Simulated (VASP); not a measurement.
# Ta12N19 (a cell with a defect) in VASP: notebook

Runs on Ta12N19 (a cell with a defect). Level: PBEsol. Tasks: single point.

All numbers are computed with VASP 6.6.1; they aren't measurements. Logs are shortened: lines on timing, memory, paths and dates and some standing lists are left out, and cuts for length are marked.

## (1) The cell of the first run

The cell holds a defect, 31 atoms: a = 5.462 Å, b = 10.924 Å, c = 10.235 Å, α = 90.00°, β = 90.00°, γ = 138.42°.

## (2) Single point, PBEsol, collinear spin

The input, INCAR:

```
SYSTEM = Ta12N19
PREC = Accurate
ENCUT = 520
EDIFF = 1E-6
ISMEAR = 0
SIGMA = 0.01
LREAL = Auto
LASPH = .True.
NELM = 200
ALGO = Normal
ISIF = 2
LWAVE = .False.
LCHARG = .False.
ISPIN = 2
MAGMOM = 0.04 0.02 0.05 0.03 0.04 0.03 0.03 0.02 0.04 0.03 0.04 0.04 0 0.01 0.01 0.01 0 0 0 0 0 0 0.01 0.01 0 0 0 0 0 0 0
LORBIT = 11
NUPDOWN = 1.0
LMAXMIX = 4
GGA = PS
NBANDS = 138
GGA_COMPAT = .False.
```

The input, KPOINTS:

```
Automatic mesh
0
Gamma
  1 1 1
  0.25 0.25 0.25
```

The input, POSCAR:

```
Ta12N19
1.0
    1.9387053200     -5.1062032500      0.0000000000
    3.8774106500     10.2124065000      0.0000000000
    0.0000000000      0.0000000000     10.2351147900
Ta N
12 19
Direct
    0.2018865169      0.3940736656      0.2379805476
    0.8708686880      0.0707965392      0.4360865457
    0.1259259137      0.4284454624      0.5723296354
    0.1367394083      0.4319315671      0.9409548250
    0.8026602276      0.1004626079      0.7496129528
    0.8647417528      0.0634689358      0.0582550408
    0.1943082455      0.8983437103      0.2492092255
    0.8519541969      0.5755525627      0.4465367109
    0.1362362248      0.9377283804      0.5614442961
    0.1326264341      0.9320283041      0.9375645490
    0.8116165704      0.6029027547      0.7501708699
    0.8806902126      0.5716441132      0.0580361716
    0.6914693577      0.1543054520      0.5691393247
    0.2885382900      0.3531571967      0.4242788658
    0.6946504365      0.1532407714      0.9282989730
    0.2322121062      0.3866099954      0.7506918283
    0.3133320077      0.3449945320      0.0734750985
    0.0402014262      0.4726677906      0.1287689338
    0.9571465220      0.0245117758      0.8770621272
    0.7654120782      0.1143847302      0.2481806887
    0.9727961833      0.0357270931      0.6189108174
    0.0511874146      0.9777276371      0.3799886985
    0.6978637075      0.6561221645      0.5668573045
    0.3158974016      0.8444727803      0.4266585214
    0.6944960415      0.6533273683      0.9287528968
    0.2360735462      0.8831642443      0.7481410252
    0.3116363059      0.8455438226      0.0725860332
    0.0465192543      0.9742610609      0.1186516961
    0.9720903623      0.5306711052      0.8804518520
    0.7690576597      0.6180043434      0.2508696636
    0.9423425605      0.5191109043      0.6179609378
```

Potentials or basis: VASP PAW PBE potentials, release 64 (Ta_pv, N).

Started as:

```sh
cat potpaw_PBE.64/Ta_pv/POTCAR potpaw_PBE.64/N/POTCAR > POTCAR
mpirun -np 1 vasp_std > vasp.out
```

OUTCAR:

```text
SYSTEM = Ta12N19
   PREC = Accurate
   ENCUT = 520
   EDIFF = 1E-6
   ISMEAR = 0
   LREAL = Auto
   LASPH = .True.
   NELM = 200
   ISIF = 2
   ISPIN = 2
   LORBIT = 11
   NUPDOWN = 1.0
   GGA = PS

 ion  position               nearest neighbor table
   1  0.202  0.394  0.238-  18 1.98  17 2.00  20 2.03  30 2.06  14 2.09   4 3.12   6 3.14  12 3.18
                             2 3.21   8 3.25   3 3.50
   2  0.871  0.071  0.436-  22 1.96  24 2.02  14 2.05  21 2.07  20 2.16  13 2.23   9 3.00   1 3.21
                             7 3.23   5 3.27   3 3.32   9 3.34
   3  0.126  0.428  0.572-  31 1.92  13 1.99  16 2.07  23 2.08  14 2.20   5 3.13   8 3.17  11 3.21
                             8 3.23   2 3.32   1 3.50
   4  0.137  0.432  0.941-  29 1.95  15 2.03  25 2.03  18 2.13  16 2.17  17 2.25  12 2.99   1 3.12
                             5 3.22  11 3.25   6 3.30  12 3.32
   5  0.803  0.100  0.750-  21 2.03  19 2.04  26 2.05  16 2.07  15 2.13  13 2.16   3 3.13   4 3.22
                            10 3.23   9 3.23   6 3.23   2 3.27
   6  0.865  0.063  0.058-  28 1.94  27 2.01  19 2.05  17 2.05  20 2.20  15 2.23  10 2.98   1 3.14
                             5 3.23   7 3.26   4 3.30  10 3.31
   7  0.194  0.898  0.249-  28 2.03  30 2.03  22 2.04  20 2.07  27 2.14  24 2.16   8 3.19  12 3.22
                             2 3.23   6 3.26  10 3.26   9 3.27
   8  0.852  0.576  0.447-  24 1.99  23 2.03  31 2.04  14 2.06  30 2.18  11 3.15   3 3.17   7 3.19
                             9 3.20   3 3.23   1 3.25
   9  0.136  0.938  0.561-  21 1.93  13 2.02  22 2.04  23 2.04  26 2.19  24 2.32   2 3.00   8 3.20
[... 12 lines left out ...]
  18  0.040  0.473  0.129-  12 1.97   1 1.98   4 2.13
  19  0.957  0.025  0.877-  10 1.94   5 2.04   6 2.05
  20  0.765  0.114  0.248-   1 2.03   7 2.07   2 2.16   6 2.20
  21  0.973  0.036  0.619-   9 1.93   5 2.03   2 2.07
  22  0.051  0.978  0.380-   2 1.96   9 2.04   7 2.04
  23  0.698  0.656  0.567-   8 2.03   9 2.04   3 2.08  11 2.19
  24  0.316  0.844  0.427-   8 1.99   2 2.02   7 2.16   9 2.32
  25  0.694  0.653  0.929-  10 2.03   4 2.03  11 2.14  12 2.22
  26  0.236  0.883  0.748-  11 2.03   5 2.05   9 2.19  10 2.19
  27  0.312  0.846  0.073-  12 1.99   6 2.01   7 2.14  10 2.27
  28  0.047  0.974  0.119-   6 1.94   7 2.03  10 2.05
  29  0.972  0.531  0.880-   4 1.95  12 2.02  11 2.05
  30  0.769  0.618  0.251-   7 2.03   1 2.06   8 2.18  12 2.23
  31  0.942  0.519  0.618-   3 1.92  11 2.04   8 2.04

  LATTYP: Found a simple monoclinic cell.
 ALAT       =     5.4618577378
 B/A-ratio  =     1.8739255545
 C/A-ratio  =     1.4170164758
 COS(beta)  =    -0.3500539079

  Lattice vectors:

 A1 = (   1.9387053200,  -5.1062032500,   0.0000000000)
 A2 = (   0.0000000000,   0.0000000000, -10.2351147900)
 A3 = (   5.8161159700,   5.1062032500,   0.0000000000)

Analysis of symmetry for initial positions (statically):
=====================================================================
 Subroutine PRICEL returns:
 Original cell was already a primitive cell.

 Routine SETGRP: Setting up the symmetry group for a
 simple monoclinic supercell.

 Subroutine GETGRP returns: Found  1 space group operations
 (whereof  1 operations were pure point group operations)
 out of a pool of  4 trial point group operations.

The static configuration has the point symmetry C_1 .

Analysis of symmetry for dynamics (positions and initial velocities):
=====================================================================
 Subroutine PRICEL returns:
 Original cell was already a primitive cell.

 Routine SETGRP: Setting up the symmetry group for a
 simple monoclinic supercell.

 Subroutine GETGRP returns: Found  1 space group operations
 (whereof  1 operations were pure point group operations)
 out of a pool of  4 trial point group operations.

The dynamic configuration has the point symmetry C_1 .

Analysis of structural, dynamic, and magnetic symmetry:
=====================================================================
 Subroutine PRICEL returns:
 Original cell was already a primitive cell.

 Routine SETGRP: Setting up the symmetry group for a
 simple monoclinic supercell.

 Subroutine GETGRP returns: Found  1 space group operations
 (whereof  1 operations were pure point group operations)
 out of a pool of  4 trial point group operations.

The overall configuration has the point symmetry C_1 .

[... 120 lines left out ...]
   ions per type =              12  19
   NGX,Y,Z   is equivalent  to a cutoff of  12.78, 12.78, 12.99 a.u.
   NGXF,Y,Z  is equivalent  to a cutoff of  25.57, 25.57, 25.99 a.u.
 SYSTEM =  Ta12N19
   PREC   = accura    normal or accurate (medium, high low for compatibility)
   ISTART =      0    job   : 0-new  1-cont  2-samecut
   ICHARG =      2    charge: 1-file 2-atom 10-const
   ISPIN  =      2    spin polarized calculation?
   LNONCOLLINEAR =      F non collinear calculations
   LSORBIT =      F    spin-orbit coupling
   LASPH  =      T    aspherical Exc in radial PAW
   ENCUT  =  520.0 eV  38.22 Ry    6.18 a.u.  10.16 20.31 19.03*2*pi/ulx,y,z
   NELM   =    200;   NELMIN=  2; NELMDL= -5     # of ELM steps
   EDIFF  = 0.1E-05   stopping-criterion for ELM
   LREAL  =      T    real-space projection
   EDIFFG = 0.1E-04   stopping-criterion for IOM
   NSW    =      0    number of steps for IOM
   IBRION =     -1    ionic relax: 0-MD 1-quasi-New 2-CG
   NFREE  =      0    steps in history (QN), initial steepest desc. (CG)
   ISIF   =      2    stress and relaxation
   ISYM   =      2    0-nonsym 1-usesym 2-fastsym
   POTIM  = 0.5000    time-step for ionic-motion
   TEBEG  =    0.0;   TEEND  =   0.0 temperature during run
   PSTRESS=    0.0 pullay stress
   NELECT =     227.0000    total number of electrons
   NUPDOWN=       1.0000    fix difference up-down
   EMIN   =  10.00;   EMAX   =-10.00  energy-range for DOS
   EFERMI =   0.00;   METHOD = LEGACY
   ISMEAR =     0;   SIGMA  =   0.01  broadening in eV -4-tet -1-fermi 0-gaus
   EFERMI_NEDOS =   21; number of points for ismear=-14 and -15
   IALGO  =     38    algorithm
   IMIX   =      4    mixing-type and parameters
     AMIX     =   0.40;   BMIX     =  1.00
     AMIX_MAG =   1.60;   BMIX_MAG =  1.00
  volume/ion in A,a.u.               =      13.07        88.23
  Fermi-wavevector in a.u.,A,eV,Ry     =   1.349468  2.550125 24.777077  1.821064
  Thomas-Fermi vector in A             =   2.477052
   LORBIT       =     11    0 simple, 1 ext, 2 COOP (PROOUT), +10 PAW based schemes
   GGA     = PS    functional components
   LHFCALC =     F    Hartree Fock is set to
   AEXX    =    0.0000 exact exchange contribution
   IVDW    =     0    specifies the selected vdW correction
   LEPSILON=     F    determine dielectric tensor
   LRPA    =     F    only Hartree local field effects (RPA)
 spin polarized calculation
 Gauss-broadening in eV      SIGMA  =   0.01
  energy-cutoff  :      520.00
  volume of cell :      405.29
 maximum number of plane-waves:     10916
 NGX is ok and might be reduce to    42
   NGX = 21   NGY = 41   NGZ = 39

 number of electron     227.0000007 magnetization       0.9999772

 Free energy of the ion-electron system (eV)
  ---------------------------------------------------
  ext. energy  EPLUGINS =         0.00000000
  ---------------------------------------------------
  free energy    TOTEN  =      -347.12641371 eV

  energy without entropy =     -347.12641371  energy(sigma->0) =     -347.12641371

 E-fermi :   4.9300     XC(G=0): -11.3525

 val. band max:        5.3490253675   @ k =  -0.2500  -0.2500   0.2500
 cond. band min:       5.3990503670   @ k =   0.2500   0.2500   0.2500
 fundamental gap:      0.0500249995
 Fermi energy:         5.3947836632

 spin component 1

 k-point     1 :       0.2500    0.2500    0.2500
  band No.  band energies     occupation
      1     -31.0554      1.00000
      2     -31.0428      1.00000
      3     -31.0211      1.00000
      4     -30.9997      1.00000
      5     -30.9863      1.00000
      6     -30.9740      1.00000
[... 245 lines left out ...]
    124       6.7472      0.00000
    125       6.8090      0.00000
 Fermi energy:         4.9299642509

 spin component 2

 k-point     1 :       0.2500    0.2500    0.2500
  band No.  band energies     occupation
      1     -31.0249      1.00000
      2     -31.0106      1.00000
      3     -30.9871      1.00000
      4     -30.9635      1.00000
      5     -30.9475      1.00000
      6     -30.9353      1.00000
[... 245 lines left out ...]
    124       6.8018      0.00000
    125       6.8580      0.00000
 [bands above 125 left out]

------------------------ aborting loop because EDIFF is reached ----------------------------------------

  FORCE on cell =-STRESS in cart. coord.  units (eV):
  Direction    XX          YY          ZZ          XY          YZ          ZX
  --------------------------------------------------------------------------------------
  -------------------------------------------------------------------------------------
  Total        5.2486784      0.1556921      1.6835558      0.5064455      1.2793274     -0.1151430
  in kB       20.7490366      0.6154810      6.6554203      2.0020767      5.0574277     -0.4551824
  external PRESSURE =       9.3399793 kB  Pullay stress =       0.0000000 kB

 VOLUME and BASIS-vectors are now :
 -----------------------------------------------------------------------------
  energy-cutoff  :      520.00
  volume of cell :      405.29
      direct lattice vectors                 reciprocal lattice vectors
     1.938705320 -5.106203250  0.000000000     0.257904074 -0.097920113  0.000000000
     3.877410650 10.212406500  0.000000000     0.128952037  0.048960057  0.000000000
     0.000000000  0.000000000 10.235114790     0.000000000  0.000000000  0.097702861

 POSITION                                       TOTAL-FORCE (eV/Angst)
 -----------------------------------------------------------------------------------
      1.91938      2.99357      2.43576        -0.035929      0.072335     -0.119250
      1.96287     -3.72383      4.46340        -0.039851      0.003210     -0.061451
      1.90539      3.73246      5.85786         0.147973     -0.227168     -0.073739
      1.93987      3.71284      9.63078         0.022097      0.167449      0.041011
      1.94566     -3.07258      7.67237        -0.000602     -0.030292      0.029689
      1.92257     -3.76738      0.59625        -0.040329      0.107220     -0.000274
[... 23 lines left out ...]
      3.88723      2.38435      2.56768        -0.086418     -0.038350      0.038645
      3.83973      0.48958      6.32490         0.015705      0.075409     -0.032337
 -----------------------------------------------------------------------------------
    total drift:                                0.003187      0.006179     -0.003830

  FREE ENERGIE OF THE ION-ELECTRON SYSTEM (eV)
  ---------------------------------------------------
  free  energy   TOTEN  =      -347.1264137118 eV

  energy  without entropy=     -347.1264137118  energy(sigma->0) =     -347.12641371

 total charge

# of ion       s       p       d       tot
------------------------------------------
    1        0.360   6.292   2.312   8.964
    2        0.356   6.314   2.261   8.930
    3        0.357   6.293   2.303   8.953
    4        0.351   6.309   2.286   8.946
    5        0.345   6.302   2.250   8.897
    6        0.359   6.321   2.288   8.968
[... 23 lines left out ...]
   30        1.244   2.526   0.000   3.771
   31        1.263   2.520   0.000   3.783
--------------------------------------------------
tot         28.056 123.784  27.329 179.169

 magnetization (x)

# of ion       s       p       d       tot
------------------------------------------
    1        0.002   0.002   0.059   0.063
    2        0.001   0.001   0.032   0.033
    3        0.002   0.002   0.071   0.075
    4        0.001   0.001   0.065   0.067
    5        0.001   0.001   0.074   0.075
    6        0.001   0.001   0.060   0.062
[... 23 lines left out ...]
   30       -0.000   0.001   0.000   0.001
   31       -0.000  -0.003   0.000  -0.004
--------------------------------------------------
tot          0.010   0.005   0.711   0.726
```

Run time: 13 min. Hardware: 1 thread of Oxide Virtual Turin-like, shared host; peak memory 0.86 GiB.

Results:

```
Free energy                                           : -347.1264 eV
Pressure                                              : 0.9 GPa
Largest force                                         : 0.281 eV/Å
Net moment                                            : 1.00 μB per cell
Site moments                                          : Ta +0.06, +0.03, +0.07, +0.05, +0.08 (each value once); N +0.00, -0.00, -0.01 (each value once) μB
Valence electrons inside the program's atomic spheres : Ta 8.96, 8.93, 8.95, 8.90, 8.97, 8.89, 8.91 (each value once); N 3.80, 3.79, 3.78, 3.76, 3.81, 3.77 (each value once)
```

Forces in eV/Å, atoms in the order of the input:
```
Ta  -0.036  0.072 -0.119
Ta  -0.040  0.003 -0.061
Ta   0.148 -0.227 -0.074
Ta   0.022  0.167  0.041
Ta  -0.001 -0.030  0.030
Ta  -0.040  0.107  0.000
Ta   0.055 -0.047 -0.061
Ta  -0.086 -0.053 -0.040
Ta  -0.035  0.083  0.029
Ta  -0.003 -0.058  0.029
Ta   0.009  0.070  0.150
Ta  -0.009  0.056 -0.024
N   -0.048 -0.039  0.022
N    0.051  0.116  0.126
N    0.082  0.023 -0.052
N   -0.047  0.035 -0.045
N    0.013 -0.132 -0.057
N   -0.002 -0.101  0.202
N    0.010  0.060 -0.062
N   -0.019 -0.012 -0.030
N    0.019  0.007  0.092
N    0.019  0.003 -0.096
N    0.016  0.021  0.139
N    0.091  0.010 -0.024
N    0.017  0.021  0.055
N   -0.040 -0.040 -0.001
N    0.021 -0.017 -0.058
N   -0.048 -0.100  0.024
N   -0.051 -0.036 -0.140
N   -0.086 -0.038  0.039
N    0.016  0.075 -0.032
```

Stress tensor (GPa, compression positive):
```
 2.07  0.20 -0.05
 0.20  0.06  0.51
-0.05  0.51  0.67
```

Caveat: the k points lie up to 0.61 Å⁻¹ apart; the PAW data sets were made with another functional, which shifts forces and pressure a little; spin-orbit coupling is left out, which moves the levels of the heavy elements; the total moment is fixed, so each spin has its own Fermi level and the state may be an excited one.

[end of part 1 of 2]
